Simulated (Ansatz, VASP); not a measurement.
## Two plane-wave programs on InP

```
In P
1.0
     0.00000    2.77020    2.77020
     2.89957    0.00000    2.77020
     2.89957    2.77020    0.00000
In P
1 1
Cartesian
  0.0794 0.0000 0.0000
  2.6051 2.7702 2.7702
```

Change from the starting cell: mode 4 frozen in at -0.281 Å, normal strain along x +0.0467.

Alike in both runs: task single point; functional PBE; k mesh 14 × 14 × 14; occupations gaussian, width 0.15 eV; no spin polarisation.

|  | VASP | Ansatz |
| --- | --- | --- |
| version | VASP 6.6.1 | Ansatz 0.2.0 |
| potentials or method | VASP PAW PBE potentials, release 64 (In_d, P), cutoff 520 eV | scalar-relativistic, plane waves, PAW |
| valence electrons in the cell | 18 | 18 |

VASP gave:

| Quantity | Value |
| --- | --- |
| gap on the k mesh at the Fermi level (eV) | none |
| pressure (GPa) | -0.4 |
| traceless stress, the component that is largest in VASP (GPa) | 5.63 |
| rms of the force components (eV/Å) | 0.322 |

Problem. Estimate Ansatz's values.

Solution. gap on the k mesh at the Fermi level (eV): none; pressure (GPa): -0.3; traceless stress, the component that is largest in VASP (GPa): 5.67; rms of the force components (eV/Å): 0.324.

Atom by atom the forces differ by 0.002 eV/Å (rms over components). A gap of «none» marks a metal or a gap that the smearing closes.
